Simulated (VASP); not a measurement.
ScSb2P3:

```
CELL_PARAMETERS angstrom
2.89782 -3.01646 0.00000
2.89782 3.01646 0.00000
0.00000 0.00000 8.59065
ATOMIC_POSITIONS crystal
Sc 0.00000 0.00000 0.00000
Sb 0.50000 0.50000 0.26823
Sb 0.50000 0.50000 0.73177
P 0.00000 0.50000 0.50000
P 0.50000 0.00000 0.50000
P 0.50000 0.50000 0.00000
```

The cell was generated, and may not be a known phase.

* Program: VASP 6.6.1
* Task: relaxation of cell and atoms
* Functional: PBE
* Potentials or basis: VASP PAW PBE potentials, release 64 (Sc_sv, Sb, P)
* Cutoff: 600 eV
* k mesh: 4 × 4 × 2
* Occupations: gaussian, width 0.1 eV
* Spin: no spin polarisation

At the start: pressure 0.3 GPa; volume 25.03 Å³/atom.

Where does the relaxation end?

Over 39 steps the energy falls by 607.0 meV/atom and the volume is 22.21 Å³/atom (-11.3 %); space group Cmmm (No. 65, to 0.1 Å) before, P4/mmm (No. 123, to 0.1 Å).

Step by step:
| step | energy change (eV) | largest force (eV/Å) | pressure (GPa) | volume (Å³) |
| --- | --- | --- | --- | --- |
| 1 | 0.0000 | 3.4812 | 0.35 | 150.18 |
| 2 | -2.2304 | 0.8570 | -3.48 | 149.47 |
| 3 | -2.3402 | 1.0620 | -2.55 | 148.96 |
| 4 | -2.4778 | 1.2958 | -0.99 | 147.63 |
| 5 | -2.4024 | 1.5100 | 3.09 | 143.75 |
| 6 | -2.8649 | 0.0333 | -2.52 | 155.68 |
| 7 | -2.8898 | 0.2536 | -1.96 | 153.71 |
| 8 | -2.8898 | 0.3113 | -1.84 | 153.34 |
| 9 | -2.9397 | 0.3933 | 0.40 | 146.75 |
| 10 | -2.9460 | 0.3711 | -0.19 | 148.33 |
| 11 | -2.9859 | 0.5013 | -0.01 | 146.17 |
| 12 | -3.0698 | 1.2531 | 1.10 | 139.67 |
| 13 | -3.0120 | 2.0648 | 6.04 | 126.46 |
| 14 | -3.0981 | 1.8024 | 3.27 | 132.34 |
| 15 | -3.1050 | 1.7971 | 3.30 | 132.17 |
| 16 | -3.1241 | 1.7808 | 3.37 | 131.63 |
| 17 | -3.1557 | 1.7498 | 3.58 | 130.56 |
| 18 | -3.2022 | 1.6600 | 4.16 | 128.40 |
| 19 | -3.0826 | 0.5881 | 6.17 | 123.98 |
| 20 | -3.2014 | 1.6052 | 4.43 | 127.54 |
| 21 | -3.1935 | 1.2663 | 4.96 | 126.03 |
| 22 | -3.2032 | 1.4764 | 4.63 | 126.87 |
| 23 | -3.2548 | 1.3389 | 4.05 | 127.49 |
| 24 | -3.3784 | 0.9212 | 2.44 | 129.37 |
| 25 | -3.4959 | 0.2724 | -0.22 | 133.18 |
| 26 | -3.5071 | 0.1707 | -0.98 | 134.45 |
| 27 | -3.5094 | 0.1098 | -1.47 | 135.37 |
| 28 | -3.5512 | 0.1490 | -1.08 | 134.69 |
| 29 | -3.6010 | 0.1654 | -0.24 | 133.36 |
| 30 | -3.5954 | 0.3412 | 1.63 | 130.59 |
| 31 | -3.6159 | 0.2681 | 0.32 | 132.20 |
| 32 | -3.6163 | 0.2866 | 0.46 | 131.99 |
| 33 | -3.6214 | 0.2708 | 0.27 | 132.35 |
| 34 | -3.6319 | 0.2140 | -0.25 | 133.44 |
| 35 | -3.6286 | 0.0419 | -1.10 | 135.63 |
| 36 | -3.6350 | 0.1535 | -0.60 | 134.28 |
| 37 | -3.6403 | 0.0749 | -0.26 | 133.67 |
| 38 | -3.6417 | 0.0031 | 0.04 | 133.17 |
| 39 | -3.6421 | 0.0037 | -0.04 | 133.26 |

Final structure:
```
Sc Sb P
1.0
     2.50414   -2.50198    0.00000
     2.50414    2.50198    0.00000
     0.00000    0.00000   10.63471
Sc Sb P
1 2 3
Direct
  0.00000 0.00000 0.00000
  0.50000 0.50000 0.25080
  0.50000 0.50000 0.74920
  0.00000 0.50000 0.50000
  0.50000 0.00000 0.50000
  0.50000 0.50000 0.00000
```

Caveat: the k points lie up to 0.44 Å⁻¹ apart in the final cell, too coarse for converged energies and pressures of a metal; a cell axis changed by over 15 % at a fixed basis, so the end point is rough.
